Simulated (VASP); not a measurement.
Crystal: AlAs5.

```xyz
6
Lattice="-2.6746 2.6746 5.1304 2.6746 -2.6746 5.1304 2.6746 2.6746 -5.1304" Properties=species:S:1:pos:R:3 pbc="T T T"
Al    0.0000    0.0000    5.1304
As    1.3373    1.3373    2.5652
As    1.3373    1.3373   -2.5652
As   -1.3373    1.3373    2.5652
As    1.3373   -1.3373    2.5652
As    0.0000    0.0000    0.0000
```

| Property | Result |
| --- | --- |
| Program | VASP 6.6.1 |
| Task | relaxation of cell and atoms |
| Functional | PBE |
| Potentials or basis | VASP PAW PBE potentials, release 64 (Al, As) |
| Cutoff | 600 eV |
| k mesh | 4 × 4 × 4 |
| Occupations | gaussian, width 0.1 eV |
| Spin | no spin polarisation |

At the start: pressure -3.7 GPa; volume 24.47 Å³/atom.

Where does the relaxation end?

Over 11 steps the energy falls by 240.2 meV/atom and the volume is 21.34 Å³/atom (-12.8 %); space group I4/mmm (No. 139, to 0.05 Å).

Step by step:
```tsv
step	energy change (eV)	largest force (eV/Å)	pressure (GPa)	volume (Å³)
1	0.0000	0.0000	-3.67	146.81
2	-0.3960	0.0000	-0.31	135.08
3	-0.5220	0.0000	2.87	127.30
4	-0.9332	0.0000	1.53	127.67
5	-1.3008	0.0000	1.51	125.22
6	-1.4069	0.0000	0.92	126.29
7	-1.4120	0.0000	0.75	127.21
8	-1.4367	0.0000	0.78	126.74
9	-1.4386	0.0000	0.75	126.84
10	-1.4392	0.0000	-0.48	129.05
11	-1.4412	0.0000	0.08	128.01
```

Final structure:
```
Al As
1.0
    -2.85110    2.85110    3.93705
     2.85110   -2.85110    3.93705
     2.85110    2.85110   -3.93705
Al As
1 5
Direct
  0.50000 0.50000 0.00000
  0.50000 0.50000 0.50000
  0.00000 0.00000 0.50000
  0.50000 0.00000 0.00000
  0.00000 0.50000 0.00000
  0.00000 0.00000 0.00000
```

Caveat: the k points lie up to 0.39 Å⁻¹ apart in the final cell.
